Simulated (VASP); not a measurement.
Here is a VASP 6.6.1 calculation.

File POSCAR:

```
Te2S3
1.0
    4.1878491923      0.0000000000      0.0000000000
   -2.0939245961      3.6267837877      0.0000000000
    0.0000000000      0.0000000000      8.5469012741
Te S
2 3
Direct
    0.3333333333      0.6666666667      0.1840357902
    0.6666666667      0.3333333333      0.8159642098
    0.0000000000      0.0000000000      0.0000000000
    0.3333333333      0.6666666667      0.6801938779
    0.6666666667      0.3333333333      0.3198061221
```

Contents of INCAR.step1:

```
SYSTEM = Te2S3
PREC = Accurate
ENCUT = 550
ISMEAR = 0
SIGMA = 0.1
LREAL = .False.
LASPH = .True.
NELM = 120
GGA = PE
ALGO = Normal
EDIFF = 1E-5
LWAVE = .True.
LCHARG = .False.
GGA_COMPAT = .False.
IBRION = 2
ISIF = 3
EDIFFG = -0.005
NELMIN = 4
NSW = 100
KPAR = 4
```

INCAR.step2

```
SYSTEM = Te2S3
PREC = Accurate
ENCUT = 550
EDIFF = 1E-7
ISMEAR = 0
SIGMA = 0.1
LREAL = .False.
LASPH = .True.
NELM = 120
ALGO = Normal
ISIF = 3
LWAVE = .False.
LCHARG = .False.
METAGGA = R2SCAN
LMIXTAU = .True.
IBRION = 2
NSW = 100
EDIFFG = -0.01
ISTART = 1
GGA_COMPAT = .False.
NELMIN = 4
KPAR = 4
```

The input KPOINTS:

```
regular mesh
0
Gamma
  12 12 6
  0 0 0
```

Potentials or basis: VASP PAW PBE potentials, release 64 (Te, S).

Run with:

```sh
$ cat potpaw_PBE.64/Te/POTCAR potpaw_PBE.64/S/POTCAR > POTCAR
$ cp INCAR.step1 INCAR
$ mpirun -np 4 vasp_std > vasp.out
$ cp INCAR.step2 INCAR
$ mpirun -np 4 vasp_std > vasp.out
```

**Question.** Predict the relaxed cell.

**Answer.** a = 4.186 Å, b = 4.186 Å, c = 8.623 Å, α = 90.00°, β = 90.00°, γ = 120.00°.

**Question.** Predict the relaxed volume.

**Answer.** 26.17 Å³/atom.

**Question.** Predict the space group after relaxing (to 0.1 Å).

**Answer.** P-3m1 (No. 164).

**Question.** Estimate the band gap on the k mesh.

**Answer.** Zero (bands 15 and 16 overlap by 2.18 eV).

Forces on the atoms (eV/Å):
```
Te   0.000  0.000  0.008
Te   0.000  0.000 -0.008
S    0.000  0.000  0.000
S    0.000  0.000 -0.007
S    0.000  0.000  0.007
```

Caveat: the PAW data sets were made with another functional, which shifts forces and pressure a little; spin-orbit coupling is left out, which moves the levels of the heavy elements.
